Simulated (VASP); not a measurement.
# MgO (Fm-3m) in VASP: further runs, part 2 of 2

VASP 6.6.1.

## Step 3: Single point, LDA

This run uses another cell than the first one, of 8.99 Å³/atom.

INCAR

```
SYSTEM = MgO
PREC     = Accurate       ! precision mode
ENCUT    = 840            ! plane-wave cutoff, eV
EDIFF    = 1E-6           ! SCF threshold, eV
ISMEAR   = -1             ! smearing method
SIGMA    = 0.02           ! smearing width, eV
LREAL    = .False.        ! projectors in reciprocal space
LASPH    = .True.         ! aspherical terms in the spheres
NELM     = 120            ! most SCF steps
ALGO     = Normal         ! electronic algorithm
ISIF     = 2              ! what is computed and relaxed
LWAVE    = .False.        ! write WAVECAR
LCHARG   = .True.         ! write CHGCAR
GGA      = CA             ! functional
LELF     = .True.         ! ELF
LVHAR    = .True.       
NBANDS   = 15             ! bands
GGA_COMPAT= .False.
```

KPOINTS

```
Automatic mesh
0
Gamma
  10 10 10
  0 0 0
```

POSCAR

```
MgO
1.0
    0.0000000000      2.0796235897      2.0796235897
    2.0796235897      0.0000000000      2.0796235897
    2.0796235897      2.0796235897      0.0000000000
Mg O
1 1
Direct
    0.0000000000      0.0000000000      0.0000000000
    0.5000000000      0.5000000000      0.5000000000
```

Potentials or basis: VASP PAW LDA potentials, release 64 (Mg_sv, O).

The run is started by

```
$ cat potpaw_LDA.64/Mg_sv/POTCAR potpaw_LDA.64/O/POTCAR > POTCAR
$ mpirun -np 1 vasp_std > vasp.out
```

OUTCAR:

```text
SYSTEM = MgO
   PREC = Accurate
   ENCUT = 840
   EDIFF = 1E-6
   ISMEAR = -1
   LREAL = .False.
   LASPH = .True.
   NELM = 120
   ISIF = 2
   GGA = CA

 ion  position               nearest neighbor table
   1  0.000  0.000  0.000-   2 2.08   2 2.08   2 2.08   2 2.08   2 2.08   2 2.08
   2  0.500  0.500  0.500-   1 2.08   1 2.08   1 2.08   1 2.08   1 2.08   1 2.08

  LATTYP: Found a face centered cubic cell.
 ALAT       =     4.1592471794

  Lattice vectors:

 A1 = (   0.0000000000,   2.0796235897,   2.0796235897)
 A2 = (   2.0796235897,   0.0000000000,   2.0796235897)
 A3 = (   2.0796235897,   2.0796235897,   0.0000000000)

Analysis of symmetry for initial positions (statically):
=====================================================================
 Subroutine PRICEL returns:
 Original cell was already a primitive cell.

 Routine SETGRP: Setting up the symmetry group for a
 face centered cubic supercell.

 Subroutine GETGRP returns: Found 48 space group operations
 (whereof 48 operations were pure point group operations)
 out of a pool of 48 trial point group operations.

The static configuration has the point symmetry O_h .

Analysis of symmetry for dynamics (positions and initial velocities):
=====================================================================
 Subroutine PRICEL returns:
 Original cell was already a primitive cell.

 Routine SETGRP: Setting up the symmetry group for a
 face centered cubic supercell.

 Subroutine GETGRP returns: Found 48 space group operations
 (whereof 48 operations were pure point group operations)
 out of a pool of 48 trial point group operations.

The dynamic configuration has the point symmetry O_h .

 Subroutine INISYM returns: Found 48 space group operations
 (whereof 48 operations are pure point group operations),
 and found     1 'primitive' translations

----------------------------------------------------------------------------------------

[... 120 lines left out ...]
   IVDW    =     0    specifies the selected vdW correction
   LEPSILON=     F    determine dielectric tensor
   LRPA    =     F    only Hartree local field effects (RPA)
 non-spin polarized calculation
  energy-cutoff  :      840.00
  volume of cell :       17.99
 maximum number of plane-waves:      1010
   NGX = 13   NGY = 13   NGZ = 13

 number of electron      15.9999996 magnetization

 Free energy of the ion-electron system (eV)
  ---------------------------------------------------
  ext. energy  EPLUGINS =         0.00000000
  ---------------------------------------------------
  free energy    TOTEN  =       -13.23340558 eV

  energy without entropy =      -13.23340558  energy(sigma->0) =      -13.23340558

 E-fermi :   3.3921     XC(G=0): -12.1304

 val. band max:        2.8600502212   @ k =   0.0000   0.0000   0.0000
 cond. band min:       7.9047463059   @ k =   0.0000   0.0000   0.0000
 fundamental gap:      5.0446960847
 Fermi energy:         3.3921139627

 k-point     1 :       0.0000    0.0000    0.0000
  band No.  band energies     occupation
      1     -68.3545      2.00000
      2     -35.8109      2.00000
      3     -35.8109      2.00000
      4     -35.8109      2.00000
      5     -14.3256      2.00000
      6       2.8600      2.00000
      7       2.8600      2.00000
      8       2.8601      2.00000
      9       7.9047      0.00000
     10      18.5955      0.00000
     11      18.5955      0.00000
     12      18.5955      0.00000
     13      22.7241      0.00000
     14      24.4039      0.00000
[... 401 lines left out ...]
      2     -35.8856      2.00000
      3     -35.8407      2.00000
      4     -35.8376      2.00000
      5     -12.9323      2.00000
      6      -0.8772      2.00000
      7       1.4815      2.00000
      8       1.7150      2.00000
      9      12.5758      0.00000
     10      13.0046      0.00000
     11      16.6017      0.00000
     12      21.2255      0.00000
     13      21.4427      0.00000
     14      27.8866      0.00000
     15      30.3238      0.00000

 [... further k-points ...]

------------------------ aborting loop because EDIFF is reached ----------------------------------------

  FORCE on cell =-STRESS in cart. coord.  units (eV):
  Direction    XX          YY          ZZ          XY          YZ          ZX
  --------------------------------------------------------------------------------------
  -------------------------------------------------------------------------------------
  Total        0.0687664      0.0687664      0.0687664      0.0000000     -0.0000000      0.0000000
  in kB        6.1249554      6.1249554      6.1249554      0.0000000     -0.0000000      0.0000000
  external PRESSURE =       6.1249554 kB  Pullay stress =       0.0000000 kB

 VOLUME and BASIS-vectors are now :
 -----------------------------------------------------------------------------
  energy-cutoff  :      840.00
  volume of cell :       17.99
      direct lattice vectors                 reciprocal lattice vectors
     0.000000000  2.079623590  2.079623590    -0.240428125  0.240428125  0.240428125
     2.079623590  0.000000000  2.079623590     0.240428125 -0.240428125  0.240428125
     2.079623590  2.079623590  0.000000000     0.240428125  0.240428125 -0.240428125

 POSITION                                       TOTAL-FORCE (eV/Angst)
 -----------------------------------------------------------------------------------
      0.00000      0.00000      0.00000         0.000000     -0.000000      0.000000
      2.07962      2.07962      2.07962        -0.000000      0.000000     -0.000000
 -----------------------------------------------------------------------------------
    total drift:                                0.000000      0.000000      0.000000

  FREE ENERGIE OF THE ION-ELECTRON SYSTEM (eV)
  ---------------------------------------------------
  free  energy   TOTEN  =       -13.2334055849 eV

  energy  without entropy=      -13.2334055849  energy(sigma->0) =      -13.23340558
```

OSZICAR:

```text
N       E                     dE             d eps       ncg     rms          rms(c)
DAV:   1     0.163230129059E+03    0.16323E+03   -0.13538E+04  1410   0.178E+03
DAV:   2    -0.878004122797E+01   -0.17201E+03   -0.16274E+03  1599   0.450E+02
DAV:   3    -0.147770207125E+02   -0.59970E+01   -0.59549E+01  1919   0.794E+01
DAV:   4    -0.148617675998E+02   -0.84747E-01   -0.84740E-01  1529   0.922E+00
DAV:   5    -0.148629000888E+02   -0.11325E-02   -0.11325E-02  1879   0.885E-01    0.848E+00
DAV:   6    -0.132959179329E+02    0.15670E+01   -0.24066E+00  1515   0.150E+01    0.274E+00
DAV:   7    -0.132620062168E+02    0.33912E-01   -0.15163E-01  1662   0.339E+00    0.166E+00
DAV:   8    -0.132348289575E+02    0.27177E-01   -0.45830E-02  1711   0.213E+00    0.364E-01
DAV:   9    -0.132333733846E+02    0.14556E-02   -0.40401E-03  1543   0.564E-01    0.765E-02
DAV:  10    -0.132334116113E+02   -0.38227E-04   -0.15438E-04  1823   0.151E-01    0.314E-02
DAV:  11    -0.132334056632E+02    0.59480E-05   -0.88537E-06  1690   0.343E-02    0.450E-03
DAV:  12    -0.132334055849E+02    0.78315E-07   -0.23371E-07  1027   0.633E-03
   1 F= -.13233406E+02 E0= -.13233406E+02  d E =-.107151E-13
```

Run time: 20 s. Hardware: 1 thread of AMD EPYC 7R43 (Zen 3), shared host; peak memory 0.12 GiB.

What came out:

| Item | Value |
| --- | --- |
| Free energy | -13.2334 eV |
| Pressure | 0.6 GPa |
| Band gap on the k mesh | 5.04 eV |

Levels at points of the mesh, in eV from the valence-band top:
```tsv
k point	band 6	band 7	band 8	band 9	band 10	band 11
(0.00, 0.00, 0.00)	0.00	0.00	0.00	5.04	15.74	15.74
(0.50, 0.00, 0.00)	-4.86	-0.71	-0.71	7.98	12.84	16.40
(0.50, 0.50, 0.00)	-4.28	-1.42	-1.42	8.93	10.14	13.30
```

## Step 4: Single point, r2SCAN

POSCAR

```
MgO
1.0
    0.0000000000      2.1021680206      2.1021680206
    2.1021680206      0.0000000000      2.1021680206
    2.1021680206      2.1021680206      0.0000000000
Mg O
1 1
Direct
    0.0000000000      0.0000000000      0.0000000000
    0.5000000000      0.5000000000      0.5000000000
```

INCAR.step1

```
SYSTEM = MgO
PREC = Accurate
ENCUT = 920
ISMEAR = -1
SIGMA = 0.02
LREAL = .False.
LASPH = .True.
NELM = 120
NBANDS = 15
GGA = PE
ALGO = Normal
EDIFF = 1E-5
LWAVE = .True.
LCHARG = .False.
GGA_COMPAT = .False.
```

INCAR.step2

```
SYSTEM = MgO
PREC = Accurate
ENCUT = 920
EDIFF = 1E-6
ISMEAR = -1
SIGMA = 0.02
LREAL = .False.
LASPH = .True.
NELM = 120
ALGO = Normal
ISIF = 2
LWAVE = .False.
LCHARG = .False.
METAGGA = R2SCAN
LMIXTAU = .True.
NBANDS = 15
ISTART = 1
GGA_COMPAT = .False.
```

KPOINTS

```
regular mesh
0
Gamma
  10 10 10
  0 0 0
```

Potentials or basis: VASP PAW PBE potentials, release 64 (Mg_sv, O).

The run is started by

```
$ cat potpaw_PBE.64/Mg_sv/POTCAR potpaw_PBE.64/O/POTCAR > POTCAR
$ cp INCAR.step1 INCAR
$ mpirun -np 1 vasp_std > vasp.out
$ cp INCAR.step2 INCAR
$ mpirun -np 1 vasp_std > vasp.out
```

Run time: 97 s. Hardware: 1 thread of AMD EPYC 7R13 (Zen 3), shared host; peak memory 0.15 GiB.

The run converged. Its results:

```
Free energy            : -16.1547 eV
Pressure               : 0.5 GPa
Band gap on the k mesh : 5.70 eV
```

Levels at points of the mesh, in eV from the valence-band top:
```tsv
k point	band 5	band 6	band 7	band 8	band 9	band 10	band 11	band 12
(0.00, 0.00, 0.00)	-18.22	0.00	0.00	0.00	5.70	16.89	16.89	16.89
(0.50, 0.00, 0.00)	-16.92	-4.62	-0.68	-0.68	8.87	13.91	17.57	17.57
(0.50, 0.50, 0.00)	-16.71	-4.09	-1.37	-1.37	10.05	11.22	14.38	20.55
```

Caveat: the PAW data sets were made with another functional, which shifts forces and pressure a little.

## Step 5: The runs side by side

| level | potentials or basis | cell | cutoff (eV) | smearing | gap on the mesh (eV) | pressure (GPa) |
| --- | --- | --- | --- | --- | --- | --- |
| LDA | VASP PAW LDA potentials, release 64 (Mg_sv, O) | a = 2.973 Å, angles 60.0°, 2 atoms | 840 | gaussian 0.01 eV | 4.72 | -4.7 |
| LDA | VASP PAW LDA potentials, release 64 (Mg_sv, O) | a = 2.941 Å, angles 60.0°, 2 atoms | 840 | fermi-dirac 0.02 eV | 5.04 | 0.6 |
| r2SCAN | VASP PAW PBE potentials, release 64 (Mg_sv, O) | a = 2.973 Å, angles 60.0°, 2 atoms | 920 | fermi-dirac 0.02 eV | 5.70 | 0.5 |

Alike in all rows: task single point; no spin polarisation; k mesh 10 × 10 × 10.

Caveats: the cell stands under tension (at least some runs); the PAW data sets were made with another functional, which shifts forces and pressure a little (at least some runs).

Total energies depend on the potentials used, so only differences within one code and one set of settings carry meaning.

## Step 6: Against experiment

Step 3. Against the measured gap of MgO, 7.83 eV (quoted in “Electronic structure of alkaline earth and post-transition metal oxides”, 2009, arxiv:0908.1581), the calculated 5.04 eV is off by -2.79 eV. The value is that of LDA, without temperature or zero-point motion. Semilocal functionals fall short of measured gaps as a rule.

Step 4. Against the measured gap of MgO, 7.83 eV (quoted in “Electronic structure of alkaline earth and post-transition metal oxides”, 2009, arxiv:0908.1581), the calculated 5.70 eV is off by -2.13 eV. The value is that of r2SCAN, without temperature or zero-point motion.
